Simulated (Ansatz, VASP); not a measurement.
**Two plane-wave programs on Li2GeAs2**

```
Li Ge As
1.0
     3.60175    0.00000    0.00000
    -1.80087    3.11921    0.00000
     0.00000    0.00000    8.10999
Li Ge As
2 1 2
Direct
  0.33333 0.66667 0.50000
  0.66667 0.33333 0.50000
  0.00000 0.00000 0.50000
  0.00000 0.00000 0.87215
  0.00000 0.00000 0.12785
```

Alike in both runs: task single point; functional PBE; k mesh 6 × 6 × 2; occupations gaussian, width 0.1 eV; no spin polarisation.

```csv
,VASP,Ansatz
version,VASP 6.6.1,Ansatz 0.2.0
potentials or method,"VASP PAW PBE potentials, release 64 (Li_sv, Ge_d, As), cutoff 520 eV","scalar-relativistic, plane waves, PAW"
valence electrons in the cell,30,50
```

```csv
,VASP,Ansatz,Ansatz less VASP
gap on the k mesh at the Fermi level (eV),none,none,-
rms of the force components (eV/Å),1.481,1.423,-0.0581
```

Atom by atom the forces differ by 0.058 eV/Å (rms over components). A gap of «none» marks a metal or a gap that the smearing closes. VASP's potentials hold 30 valence electrons a cell and Ansatz's 50, so a difference there can come from the potentials and not from the codes.

The k mesh is coarse, so the values compare programs but aren't converged. Noted on VASP's run: the cutoff is under 1.25 times that of the potentials, so the pressure is a little rough.
